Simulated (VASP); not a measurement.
Write the native input for VASP 6.6.1 that does the following.

| Property | Result |
| --- | --- |
| Task | single point |
| Functional | PBE |
| Potentials or basis | VASP PAW PBE potentials, release 64 (Te) |
| Cutoff | 500 eV |
| k mesh | 4 × 4 × 4 |
| Occupations | fermi-dirac, width 0.15 eV |
| Spin | no spin polarisation |
| Dipole correction | no |
| Further INCAR settings | ALGO = Normal; EDIFF = 1e-06; NBANDS = 9 |

The structure of Te lies in POSCAR:

```
Te
1.0
    0.0000000000      2.4187000000      2.4187000000
    2.4187000000      0.0000000000      2.4187000000
    2.4187000000      2.4187000000      0.0000000000
Te
1
Direct
    0.0000000000      0.0000000000      0.0000000000
```

These files were run (other wordings do the same):

INCAR

```
SYSTEM = Te
PREC = Accurate ; ENCUT = 500
EDIFF = 1E-6 ; ISMEAR = -1
SIGMA = 0.15 ; LREAL = .False.
LASPH = .True. ; NELM = 120
ALGO = Normal ; ISIF = 2
LWAVE = .False. ; LCHARG = .False.
GGA = PE ; NBANDS = 9
GGA_COMPAT = .False.
```

KPOINTS

```
regular mesh
0
Gamma
  4 4 4
  0 0 0
```

Potentials or basis: VASP PAW PBE potentials, release 64 (Te).

Run with:

```console
$ cat potpaw_PBE.64/Te/POTCAR > POTCAR
$ mpirun -np 1 vasp_std > vasp.out
```

It gave:

```json
{
  "Pressure": "0.2 GPa",
  "Band gap on the k mesh": "zero (band 3 reaches 10.91 eV, above the bottom of band 4 at 5.78 eV)"
}
```

Caveat: the k points lie up to 0.56 Å⁻¹ apart; spin-orbit coupling is left out, which moves the levels of the heavy elements.

It used 5.2 s of CPU time on 1 thread of AMD EPYC 7R13 Processor (Zen 3), on a shared host.
